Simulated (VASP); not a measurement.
Runs of VASP 6.6.1 on Ni. The structure is that of space group P6_3/mmc (No. 194), or close to it. The cells are those of the table. 

| task | spin | cell | k mesh | cutoff (eV) | smearing | gap on the mesh (eV) | pressure (GPa) | moment (μB) |
| --- | --- | --- | --- | --- | --- | --- | --- | --- |
| single point | collinear, ferromagnetic start | a = 2.507, b = 2.507, c = 4.105 Å, angles 90.0, 90.0, 120.0°, 2 atoms | 24 × 24 × 13 | 520 | fermi-dirac 0.05 eV | none | -0.1 | (a) |
| single point | collinear, ferromagnetic start | a = 2.438, b = 2.438, c = 3.992 Å, angles 90.0, 90.0, 120.0°, 2 atoms | 16 × 16 × 9 | 520 | fermi-dirac 0.05 eV | none | 18.1 | (b) |
| single point | off | a = 2.396, b = 2.396, c = 3.938 Å, angles 90.0, 90.0, 120.0°, 2 atoms | 16 × 16 × 9 | 520 | fermi-dirac 0.1 eV | none | 32.3 | - |
| relaxation of cell and atoms | collinear, ferromagnetic start | relaxed from a = 2.492, b = 2.492, c = 4.069 Å, angles 90.0, 90.0, 120.0°, 2 atoms | 14 × 14 × 8 | 600 | fermi-dirac 0.05 eV | none | 0.0 | 1.32 |
| single point | off | a = 2.431, b = 2.431, c = 3.997 Å, angles 90.0, 90.0, 120.0°, 2 atoms | 16 × 16 × 9 | 520 | fermi-dirac 0.1 eV | none | 19.0 | - |
| single point | collinear, ferromagnetic start | a = 2.507, b = 2.507, c = 4.105 Å, angles 90.0, 90.0, 120.0°, 2 atoms | 14 × 14 × 8 | 520 | fermi-dirac 0.05 eV | none | -0.1 | 1.32 |
| single point | off | a = 2.500, b = 2.500, c = 4.110 Å, angles 90.0, 90.0, 120.0°, 2 atoms | 16 × 16 × 9 | 520 | fermi-dirac 0.1 eV | none | 0.3 | - |
| single point | off | a = 2.500, b = 2.500, c = 4.110 Å, angles 90.0, 90.0, 120.0°, 2 atoms | 14 × 14 × 8 | 520 | fermi-dirac 0.1 eV | none | 0.2 | - |

Alike in all rows: level revPBE; potentials or basis VASP PAW PBE potentials, release 64 (Ni).

Task: Fill in the values left out.

Result: (a) 1.29; (b) 1.19.

Caveats: the PAW data sets were made with another functional, which shifts forces and pressure a little.

A gap of «none» marks levels without a gap at the run's occupations.
